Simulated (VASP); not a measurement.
Set up this calculation in VASP 6.6.1, as the native input.

| Property | Result |
| --- | --- |
| Task | single point |
| Functional | PBEsol |
| Dispersion | D3(BJ) |
| Potentials or basis | VASP PAW PBE potentials, release 64 (Sn_d, Se) |
| Cutoff | 500 eV |
| k mesh | 6 × 6 × 6 |
| Occupations | gaussian, width 0.01 eV |
| Spin | no spin polarisation |
| Dipole correction | no |
| Further INCAR settings | ALGO = Normal; EDIFF = 1e-06; NBANDS = 17 |

The structure of SnSe lies in POSCAR:

```
SnSe
1.0
    0.0000000000      2.9332882860      2.9332882860
    2.9332882860      0.0000000000      2.9332882860
    2.9332882860      2.9332882860      0.0000000000
Sn Se
1 1
Direct
    0.0000000000      0.0000000000      0.0000000000
    0.5000000000      0.5000000000      0.5000000000
```

These files were run (other wordings do the same):

INCAR

```
ALGO = Normal
EDIFF = 1E-6
ENCUT = 500
GGA = PS
GGA_COMPAT = False
ISIF = 2
ISMEAR = 0
IVDW = 12
LASPH = True
LCHARG = False
LREAL = False
LWAVE = False
NBANDS = 17
NELM = 120
PREC = Accurate
SIGMA = 0.01
```

KPOINTS

```
k-points
0
Gamma
  6 6 6
```

Potentials or basis: VASP PAW PBE potentials, release 64 (Sn_d, Se).

The run is started by

```bash
$ cat potpaw_PBE.64/Sn_d/POTCAR potpaw_PBE.64/Se/POTCAR > POTCAR
$ mpirun -np 1 vasp_std > vasp.out
```

It gave:

```json
{
 "Pressure": "-0.2 GPa",
 "Band gap on the k mesh": "1.01 eV, direct",
 "Dispersion energy per atom": "-0.356 eV"
}
```

Caveat: the PAW data sets were made with another functional, which shifts forces and pressure a little; spin-orbit coupling is left out, which moves the levels of the heavy elements.

Run time: 24 s on 1 thread of Intel Xeon 8259CL, on a shared host, peak memory 0.18 GiB.
